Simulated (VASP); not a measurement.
# C in VASP: notebook

Runs on C. Level: PBEsol. Tasks: single point.

All numbers are computed with VASP 6.6.1; they aren't measurements. Logs are shortened: lines on timing, memory, paths and dates and some standing lists are left out, and cuts for length are marked.

## 1. The cell of the first run

Symmetry: C2/m, No. 12, monoclinic system. Conventional cell: a = 4.255 Å, b = 2.457 Å, c = 3.765 Å, α = 90.00°, β = 111.49°, γ = 90.00°. Within 1.9 Å of C (site symmetry m) lie 3 C at 1.42 Å.

## 2. Single point, PBEsol

Input file INCAR:

```
ALGO     = Normal         # electronic algorithm
EDIFF    = 1E-6           # SCF threshold, eV
ENCUT    = 520            # plane-wave cutoff, eV
GGA      = PS             # functional
ISIF     = 2              # what is computed and relaxed
ISMEAR   = -1             # smearing method
LASPH    = True           # aspherical terms in the spheres
LCHARG   = False          # write CHGCAR
LREAL    = False          # projectors in reciprocal space
LWAVE    = False          # write WAVECAR
NBANDS   = 11             # bands
NELM     = 100            # most SCF steps
PREC     = Accurate       # precision mode
SIGMA    = 0.15           # smearing width, eV
```

Input file KPOINTS:

```
k-points
0
Gamma
  16 16 10
```

Input file POSCAR:

```
C
1.0
    2.1273203100     -1.2282824400      0.0000000000
    2.1273203100      1.2282824400      0.0000000000
   -1.3790696300      0.0000000000      3.5028300800
C
2
Direct
    0.8333555300      0.8333555300      0.0000930400
    0.1666444700      0.1666444700      0.9999069600
```

Potentials or basis: VASP PAW PBE potentials, release 64 (C).

Launch:

```
$ cat potpaw_PBE.64/C/POTCAR > POTCAR
$ mpirun -np 1 vasp_std > vasp.out
```

OUTCAR:

```text
EDIFF = 1E-6
   ENCUT = 520
   GGA = PS
   ISIF = 2
   ISMEAR = -1
   LASPH = True
   LREAL = False
   NELM = 100
   PREC = Accurate

 ion  position               nearest neighbor table
   1  0.833  0.833  0.000-   2 1.42   2 1.42   2 1.42
   2  0.167  0.167  1.000-   1 1.42   1 1.42   1 1.42

  LATTYP: Found a base centered monoclinic cell.
 ALAT       =     4.2546406200
 B/A-ratio  =     0.5773848133
 C/A-ratio  =     0.8848045588
 COS(beta)  =    -0.3663329311

  Lattice vectors:

 A1 = (   2.1273203100,  -1.2282824400,   0.0000000000)
 A2 = (   2.1273203100,   1.2282824400,   0.0000000000)
 A3 = (  -1.3790696300,   0.0000000000,   3.5028300800)

Analysis of symmetry for initial positions (statically):
=====================================================================
 Subroutine PRICEL returns:
 Original cell was already a primitive cell.

 Routine SETGRP: Setting up the symmetry group for a
 base centered monoclinic supercell.

 Subroutine GETGRP returns: Found  4 space group operations
 (whereof  4 operations were pure point group operations)
 out of a pool of  4 trial point group operations.

The static configuration has the point symmetry C_2h.

Analysis of symmetry for dynamics (positions and initial velocities):
=====================================================================
 Subroutine PRICEL returns:
 Original cell was already a primitive cell.

 Routine SETGRP: Setting up the symmetry group for a
 base centered monoclinic supercell.

 Subroutine GETGRP returns: Found  4 space group operations
 (whereof  4 operations were pure point group operations)
 out of a pool of  4 trial point group operations.

The dynamic configuration has the point symmetry C_2h.

 Subroutine INISYM returns: Found  4 space group operations
 (whereof  4 operations are pure point group operations),
 and found     1 'primitive' translations

----------------------------------------------------------------------------------------

                                     Primitive cell

  volume of cell :      18.3054

  direct lattice vectors                    reciprocal lattice vectors
     2.127320310 -1.228282440  0.000000000     0.235037478 -0.407072497  0.092534619
     2.127320310  1.228282440  0.000000000     0.235037478  0.407072497  0.092534619
    -1.379069630  0.000000000  3.502830080     0.000000000  0.000000000  0.285483445

  length of vectors
     2.456454651  2.456454651  3.764525417     0.479075453  0.479075453  0.285483445

  position of ions in fractional coordinates (direct lattice)
     0.833355530  0.833355530  0.000093040
     0.166644470  0.166644470  0.999906960

  ion indices of the primitive-cell ions
   primitive index   ion index
                 1           1
                 2           2

----------------------------------------------------------------------------------------

 KPOINTS: k-points

Automatic generation of k-mesh.
 Grid dimensions read from file:
 generate k-points for:   16   16   10

 Generating k-lattice:

  Cartesian coordinates                     Fractional coordinates (reciprocal lattice)
     0.014689842 -0.025442031  0.005783414     0.062500000  0.000000000 -0.000000000
     0.014689842  0.025442031  0.005783414     0.000000000  0.062500000 -0.000000000
     0.000000000  0.000000000  0.028548345     0.000000000  0.000000000  0.100000000

  Length of vectors
     0.029942216  0.029942216  0.028548345

  Shift w.r.t. Gamma in fractional coordinates (k-lattice)
     0.000000000  0.000000000  0.000000000

 Subroutine IBZKPT returns following result:
 ===========================================

 Found    690 irreducible k-points:

 Following reciprocal coordinates:
            Coordinates               Weight
  0.000000  0.000000  0.000000      1.000000
  0.062500  0.000000  0.000000      4.000000
  0.125000  0.000000  0.000000      4.000000
  0.187500  0.000000  0.000000      4.000000
  0.250000  0.000000  0.000000      4.000000
  0.312500  0.000000  0.000000      4.000000
[... 16 lines left out ...]
 -0.125000  0.062500 -0.000000      4.000000
 -0.062500  0.062500  0.000000      2.000000
 [... further k-points ...]
   k-points           NKPTS =    690   k-points in BZ     NKDIM =    690   number of bands    NBANDS=     11
   number of dos      NEDOS =    301   number of ions     NIONS =      2
   total plane-waves  NPLWV =   9072
   dimension x,y,z NGX =    18 NGY =   18 NGZ =   28
   dimension x,y,z NGXF=    36 NGYF=   36 NGZF=   56
   ions per type =               2
   NGX,Y,Z   is equivalent  to a cutoff of  12.18, 12.18, 12.37 a.u.
   NGXF,Y,Z  is equivalent  to a cutoff of  24.36, 24.36, 24.73 a.u.
 SYSTEM =  unknown system
   PREC   = accura    normal or accurate (medium, high low for compatibility)
   ISTART =      0    job   : 0-new  1-cont  2-samecut
   ICHARG =      2    charge: 1-file 2-atom 10-const
   ISPIN  =      1    spin polarized calculation?
   LNONCOLLINEAR =      F non collinear calculations
[... 36 lines left out ...]
  energy-cutoff  :      520.00
  volume of cell :       18.31
 maximum number of plane-waves:       506
   NGX =  9   NGY =  9   NGZ = 13

 number of electron       8.0000000 magnetization

 Free energy of the ion-electron system (eV)
  ---------------------------------------------------
  ext. energy  EPLUGINS =         0.00000000
  ---------------------------------------------------
  free energy    TOTEN  =       -19.29005104 eV

  energy without entropy =      -19.28815289  energy(sigma->0) =      -19.28910197

 E-fermi :   4.3284     XC(G=0): -10.2646

 val. band max:        4.0435059467   @ k =  -0.3125   0.3125   0.0000
 cond. band min:       4.6514465138   @ k =  -0.3125   0.3750   0.3000
 fundamental gap:      0.6079405671
 Fermi energy:         4.3283516136

 k-point     1 :       0.0000    0.0000    0.0000
  band No.  band energies     occupation
      1     -15.3710      2.00000
      2      -2.5733      2.00000
      3       1.3192      2.00000
      4       1.3227      2.00000
      5       7.9890      0.00000
      6      12.6917      0.00000
      7      12.6940      0.00000
      8      15.8281      0.00000
      9      17.2546      0.00000
     10      26.8050      0.00000
     11      28.3122      0.00000

 k-point     2 :       0.0625    0.0000    0.0000
  band No.  band energies     occupation
      1     -15.2764      2.00000
      2      -2.4732      2.00000
      3       0.9444      2.00000
      4       1.1223      2.00000
      5       8.1221      0.00000
      6      12.7441      0.00000
      7      13.0964      0.00000
      8      15.4948      0.00000
      9      17.4158      0.00000
     10      27.1147      0.00000
     11      27.9422      0.00000

 k-point     3 :       0.1250    0.0000    0.0000
  band No.  band energies     occupation
      1     -14.9936      2.00000
      2      -2.1738      2.00000
      3      -0.0682      2.00000
      4       0.6081      2.00000
      5       8.5212      0.00000
      6      12.7934      0.00000
      7      14.2148      0.00000
      8      14.5702      0.00000
      9      17.9301      0.00000
     10      26.6447      0.00000
     11      27.9632      0.00000

 k-point     4 :       0.1875    0.0000    0.0000
  band No.  band energies     occupation
      1     -14.5242      2.00000
      2      -1.6796      2.00000
      3      -1.4841      2.00000
      4      -0.0522      2.00000
      5       9.1824      0.00000
      6      12.7067      0.00000
      7      13.2272      0.00000
      8      15.8595      0.00000
      9      18.7637      0.00000
     10      24.9770      0.00000
     11      27.9224      0.00000
[... 239 lines left out ...]
 k-point    22 :      -0.1875    0.0625    0.0000
  band No.  band energies     occupation
      1     -14.1577      2.00000
      2      -2.3021      2.00000
      3      -1.2237      2.00000
      4      -0.6605      2.00000
      5       9.5603      0.00000
      6      12.2308      0.00000
      7      13.0136      0.00000
      8      16.3922      0.00000
      9      19.7114      0.00000
     10      23.4277      0.00000
     11      27.8261      0.00000

 k-point    23 :      -0.1250    0.0625   -0.0000
  band No.  band energies     occupation
      1     -14.7164      2.00000
      2      -1.8311      2.00000
      3      -0.8412      2.00000
      4       0.0556      2.00000
      5       8.8167      0.00000
      6      13.0363      0.00000
      7      13.7355      0.00000
      8      14.8479      0.00000
      9      18.5829      0.00000
     10      25.1760      0.00000
     11      28.4307      0.00000

 k-point    24 :      -0.0625    0.0625    0.0000
  band No.  band energies     occupation
      1     -15.0902      2.00000
      2      -2.2500      2.00000
      3       0.2945      2.00000
      4       0.7215      2.00000
      5       8.3357      0.00000
      6      12.8963      0.00000
      7      13.7352      0.00000
      8      14.8636      0.00000
      9      17.7797      0.00000
     10      26.9649      0.00000
     11      27.6775      0.00000

 [... further k-points ...]

------------------------ aborting loop because EDIFF is reached ----------------------------------------

  FORCE on cell =-STRESS in cart. coord.  units (eV):
  Direction    XX          YY          ZZ          XY          YZ          ZX
  --------------------------------------------------------------------------------------
  -------------------------------------------------------------------------------------
  Total        0.2466004      0.2391225      0.0445560      0.0000000      0.0000000     -0.0034099
  in kB       21.5836112     20.9291167      3.8997459      0.0000000      0.0000000     -0.2984514
  external PRESSURE =      15.4708246 kB  Pullay stress =       0.0000000 kB

 VOLUME and BASIS-vectors are now :
 -----------------------------------------------------------------------------
  energy-cutoff  :      520.00
  volume of cell :       18.31
      direct lattice vectors                 reciprocal lattice vectors
     2.127320310 -1.228282440  0.000000000     0.235037478 -0.407072497  0.092534619
     2.127320310  1.228282440  0.000000000     0.235037478  0.407072497  0.092534619
    -1.379069630  0.000000000  3.502830080     0.000000000  0.000000000  0.285483445

 POSITION                                       TOTAL-FORCE (eV/Angst)
 -----------------------------------------------------------------------------------
      3.54550      0.00000      0.00033         0.002768      0.000000     -0.002616
     -0.66993      0.00000      3.50250        -0.002768      0.000000      0.002616
 -----------------------------------------------------------------------------------
    total drift:                               -0.000000     -0.000000      0.000000

  FREE ENERGIE OF THE ION-ELECTRON SYSTEM (eV)
  ---------------------------------------------------
  free  energy   TOTEN  =       -19.2900510372 eV

  energy  without entropy=      -19.2881528938  energy(sigma->0) =      -19.28910197
```

Wall time 55 s (1 thread of AMD EPYC 9R45 (Zen 5), shared host); peak memory 0.17 GiB.

Results:

| Item | Value |
| --- | --- |
| Free energy | -19.2901 eV |
| Pressure | 1.5 GPa |
| Largest force | 0.004 eV/Å |

Forces on the atoms (eV/Å):
```
C    0.003  0.000 -0.003
C   -0.003  0.000  0.003
```

Stress tensor (GPa, compression positive):
```
 2.16  0.00 -0.03
 0.00  2.09  0.00
-0.03  0.00  0.39
```

Caveat: this functional lacks dispersion, which binds the layers, so the pressure and a relaxed spacing across them are unreliable; the PAW data sets were made with another functional, which shifts forces and pressure a little.

## 3. Single point, PBEsol

Input file INCAR:

```
SYSTEM = C
PREC = Accurate
ENCUT = 520
EDIFF = 1E-7
ISMEAR = -1
SIGMA = 0.15
LREAL = .FALSE.
LASPH = .TRUE.
NELM = 80
ALGO = Normal
ISIF = 2
LWAVE = .FALSE.
LCHARG = .TRUE.
GGA = PS
LELF = .TRUE.
LVHAR = .TRUE.
NBANDS = 11
```

Input file KPOINTS:

```
regular mesh
0
G
  16 16 10
  0 0 0
```

Input file POSCAR:

```
C
1.0
    2.1396031344     -1.2495556431      0.0000000000
    2.1150374856      1.2070092369      0.0000000000
   -1.3790696300      0.0137906963      3.5028300800
C
2
Direct
    0.8333555300      0.8333555300      0.0000930400
    0.1666444700      0.1666444700      0.9999069600
```

Potentials or basis: VASP PAW PBE potentials, release 64 (C).

Launch:

```
$ cat potpaw_PBE.64/C/POTCAR > POTCAR
$ mpirun -np 1 vasp_std > vasp.out
```

Wall time 2 min (1 thread of AMD EPYC 9R45 (Zen 5), shared host); peak memory 0.26 GiB.

Results (log left out):

```yaml
Free_energy: -19.2799 eV
Pressure: 1.7 GPa
Largest_force: 0.262 eV/Å
```

Forces in eV/Å, atoms in the order of the input:
```
C    0.014  0.262 -0.003
C   -0.014 -0.262  0.003
```

Stress tensor (GPa, compression positive):
```
 2.37  8.85 -0.03
 8.85  2.32  0.03
-0.03  0.03  0.41
```

Caveat: this functional lacks dispersion, which binds the layers, so the pressure and a relaxed spacing across them are unreliable; the PAW data sets were made with another functional, which shifts forces and pressure a little.

## 4. Single point, PBEsol

Input file INCAR:

```
SYSTEM = C
ALGO     = Normal         ! electronic algorithm
EDIFF    = 1E-7           ! SCF threshold, eV
ENCUT    = 520            ! plane-wave cutoff, eV
GGA      = PS             ! functional
ISIF     = 2              ! what is computed and relaxed
ISMEAR   = -1             ! smearing method
LASPH    = .TRUE.         ! aspherical terms in the spheres
LCHARG   = .TRUE.         ! write CHGCAR
LELF     = .TRUE.         ! ELF
LREAL    = .FALSE.        ! projectors in reciprocal space
LVHAR    = .TRUE.       
LWAVE    = .FALSE.        ! write WAVECAR
NBANDS   = 11             ! bands
NELM     = 60             ! most SCF steps
PREC     = Accurate       ! precision mode
SIGMA    = 0.15           ! smearing width, eV
```

Input file KPOINTS:

```
k-points
0
G
  16 16 10
  0 0 0
```

Input file POSCAR:

```
C
1.0
    2.1355088596     -1.2424645754      0.0000000000
    2.1191317604      1.2141003046      0.0000000000
   -1.3790696300      0.0091937975      3.5028300800
C
2
Direct
    0.8333555300      0.8333555300      0.0000930400
    0.1666444700      0.1666444700      0.9999069600
```

Launch:

```
$ cat potpaw_PBE.64/C/POTCAR > POTCAR
$ mpirun -np 1 vasp_std > vasp.out
```

Wall time 1.9 min (1 thread of AMD EPYC 9R45 (Zen 5), shared host); peak memory 0.26 GiB.

The run converged. Its results:

```
Free energy   : -19.2855 eV
Pressure      : 1.6 GPa
Largest force : 0.174 eV/Å
```

Forces on the atoms (eV/Å):
```
C    0.008  0.174 -0.003
C   -0.008 -0.174  0.003
```

Stress tensor (GPa, compression positive):
```
 2.26  5.90 -0.03
 5.90  2.20  0.02
-0.03  0.02  0.41
```

Caveat: this functional lacks dispersion, which binds the layers, so the pressure and a relaxed spacing across them are unreliable; the PAW data sets were made with another functional, which shifts forces and pressure a little.

## 5. Single point, PBEsol

Input file INCAR:

```
SYSTEM = C
PREC     = Accurate       ! precision mode
ENCUT    = 520            ! plane-wave cutoff, eV
EDIFF    = 1E-7           ! SCF threshold, eV
ISMEAR   = -1             ! smearing method
SIGMA    = 0.15           ! smearing width, eV
LREAL    = .False.        ! projectors in reciprocal space
LASPH    = .True.         ! aspherical terms in the spheres
NELM     = 100            ! most SCF steps
ALGO     = Normal         ! electronic algorithm
ISIF     = 2              ! what is computed and relaxed
LWAVE    = .False.        ! write WAVECAR
LCHARG   = .False.        ! write CHGCAR
GGA      = PS             ! functional
NBANDS   = 11             ! bands
```

Input file KPOINTS:

```
regular mesh
0
Gamma
  16 16 10
  0 0 0
```

Input file POSCAR:

```
C
1.0
    2.1314145848     -1.2353735077      0.0000000000
    2.1232260352      1.2211913723      0.0000000000
   -1.3790696300      0.0045968988      3.5028300800
C
2
Direct
    0.8333555300      0.8333555300      0.0000930400
    0.1666444700      0.1666444700      0.9999069600
```

Launch:

```
$ cat potpaw_PBE.64/C/POTCAR > POTCAR
$ mpirun -np 1 vasp_std > vasp.out
```

Wall time 1.9 min (1 thread of AMD EPYC 9R45 (Zen 5), shared host); peak memory 0.26 GiB.

Results (log left out):

```yaml
Free_energy: -19.2889 eV
Pressure: 1.6 GPa
Largest_force: 0.087 eV/Å
```

Forces in eV/Å, atoms in the order of the input:
```
C    0.004  0.087 -0.003
C   -0.004 -0.087  0.003
```

Stress tensor (GPa, compression positive):
```
 2.19  2.95 -0.03
 2.95  2.13  0.01
-0.03  0.01  0.41
```

Caveat: this functional lacks dispersion, which binds the layers, so the pressure and a relaxed spacing across them are unreliable; the PAW data sets were made with another functional, which shifts forces and pressure a little.

## 6. Single point, PBEsol

Input file INCAR:

```
SYSTEM = C
PREC     = Accurate       ! precision mode
ENCUT    = 520            ! plane-wave cutoff, eV
EDIFF    = 1E-7           ! SCF threshold, eV
ISMEAR   = -1             ! smearing method
SIGMA    = 0.15           ! smearing width, eV
LREAL    = .FALSE.        ! projectors in reciprocal space
LASPH    = .TRUE.         ! aspherical terms in the spheres
NELM     = 100            ! most SCF steps
ALGO     = Normal         ! electronic algorithm
ISIF     = 2              ! what is computed and relaxed
LWAVE    = .FALSE.        ! write WAVECAR
LCHARG   = .FALSE.        ! write CHGCAR
GGA      = PS             ! functional
NBANDS   = 11             ! bands
```

Input file KPOINTS:

```
regular mesh
0
G
  16 16 10
  0 0 0
```

Input file POSCAR:

```
C
1.0
    2.1232260352     -1.2211913723      0.0000000000
    2.1314145848      1.2353735077      0.0000000000
   -1.3790696300     -0.0045968988      3.5028300800
C
2
Direct
    0.8333555300      0.8333555300      0.0000930400
    0.1666444700      0.1666444700      0.9999069600
```

Potentials or basis: VASP PAW PBE potentials, release 64 (C).

Launch:

```
$ cat potpaw_PBE.64/C/POTCAR > POTCAR
$ mpirun -np 1 vasp_std > vasp.out
```

Wall time 1.8 min (1 thread of AMD EPYC 9R45 (Zen 5), shared host); peak memory 0.25 GiB.

It converged, with:

- Free energy: -19.2889 eV
- Pressure: 1.6 GPa
- Largest force: 0.087 eV/Å

Forces on the atoms (eV/Å):
```
C    0.004 -0.087 -0.003
C   -0.004  0.087  0.003
```

Stress tensor (GPa, compression positive):
```
 2.19 -2.95 -0.03
-2.95  2.13 -0.01
-0.03 -0.01  0.41
```

Caveat: this functional lacks dispersion, which binds the layers, so the pressure and a relaxed spacing across them are unreliable; the PAW data sets were made with another functional, which shifts forces and pressure a little.

## 7. The runs side by side

| cell | pressure (GPa) | largest force (eV/Å) |
| --- | --- | --- |
| a = 2.456, b = 2.456, c = 3.765 Å, angles 108.5, 108.5, 60.0°, 2 atoms | 1.5 | - |
| a = 2.478, b = 2.435, c = 3.765 Å, angles 108.4, 108.6, 60.0°, 2 atoms | 1.7 | 0.26 |
| a = 2.471, b = 2.442, c = 3.765 Å, angles 108.5, 108.5, 60.0°, 2 atoms | 1.6 | 0.17 |
| a = 2.464, b = 2.449, c = 3.765 Å, angles 108.5, 108.5, 60.0°, 2 atoms | 1.6 | 0.09 |
| a = 2.449, b = 2.464, c = 3.765 Å, angles 108.5, 108.5, 60.0°, 2 atoms | 1.6 | 0.09 |

Alike in all rows: task single point; level PBEsol; potentials or basis VASP PAW PBE potentials, release 64 (C); no spin polarisation; k mesh 16 × 16 × 10; cutoff (eV) 520; smearing fermi-dirac 0.15 eV.

Caveats: this functional lacks dispersion, which binds the layers, so the pressure and a relaxed spacing across them are unreliable; the PAW data sets were made with another functional, which shifts forces and pressure a little.

Absolute energies hang on the potentials; compare differences alone.
